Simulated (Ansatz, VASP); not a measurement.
# SiB5C: VASP beside Ansatz

```xyz
7
Lattice="4.0212 0.0000 0.0000 -2.0106 3.4825 0.0000 0.0000 0.0000 6.8082" Properties=species:S:1:pos:R:3 pbc="T T T"
Si    0.0000    0.0000    3.4041
B     0.0000    0.0000    1.3883
B     0.0000    0.0000    5.4199
B     2.0106    0.0000    3.4041
B    -1.0053    1.7412    3.4041
B     1.0053    1.7412    3.4041
C     0.0000    0.0000    0.0000
```

Alike in both runs: functional PBE; k mesh 6 × 6 × 3; occupations gaussian, width 0.2 eV; no spin polarisation.

Ansatz relaxed the structure, and its values are those at the end. VASP's run is a single point on that final structure, the one shown.

|  | VASP | Ansatz |
| --- | --- | --- |
| version | VASP 6.6.1 | Ansatz 0.2.0 |
| potentials or method | VASP PAW PBE potentials, release 64 (Si, B, C), cutoff 600 eV | scalar-relativistic, plane waves, PAW |
| valence electrons in the cell | 23 | 23 |

Ansatz gave:

- gap on the k mesh at the Fermi level (eV): none
- pressure (GPa): 0.1
- rms of the force components (eV/Å): 0.002

Question: Which values does VASP return?

Answer: gap on the k mesh at the Fermi level (eV): none; pressure (GPa): -0.1; rms of the force components (eV/Å): 0.008.

A gap of «none» marks a metal or a gap that the smearing closes.
